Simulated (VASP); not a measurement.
A run of VASP 6.6.1 is set up as follows.

The input INCAR:

```
SYSTEM = GaP
  PREC = Accurate
  ENCUT = 500
  EDIFF = 1E-6
  ISMEAR = 0
  SIGMA = 0.02
  LREAL = .FALSE.
  LASPH = .TRUE.
  NELM = 120
  ALGO = Normal
  ISIF = 2
  LWAVE = .FALSE.
  LCHARG = .TRUE.
  GGA = PS
  LELF = .TRUE.
  LVHAR = .TRUE.
  NBANDS = 16
  GGA_COMPAT = .FALSE.
```

KPOINTS

```
regular mesh
0
G
  8 8 8
  0 0 0
```

The input POSCAR:

```
GaP
1.0
    0.0000000000      2.7192244449      2.7192244449
    2.7192244449      0.0000000000      2.7192244449
    2.7192244449      2.7192244449      0.0000000000
Ga P
1 1
Direct
    0.0000000000      0.0000000000      0.0000000000
    0.7500000000      0.7500000000      0.7500000000
```

Potentials or basis: VASP PAW PBE potentials, release 64 (Ga_d, P).

Command:

```sh
$ cat potpaw_PBE.64/Ga_d/POTCAR potpaw_PBE.64/P/POTCAR > POTCAR
$ mpirun -np 1 vasp_std > vasp.out
```

(1) Estimate the pressure.

(2) Predict the band gap on the k mesh.

Results:

(1) -0.1 GPa.

(2) 1.50 eV (least direct gap 1.80 eV).

Caveat: the PAW data sets were made with another functional, which shifts forces and pressure a little.
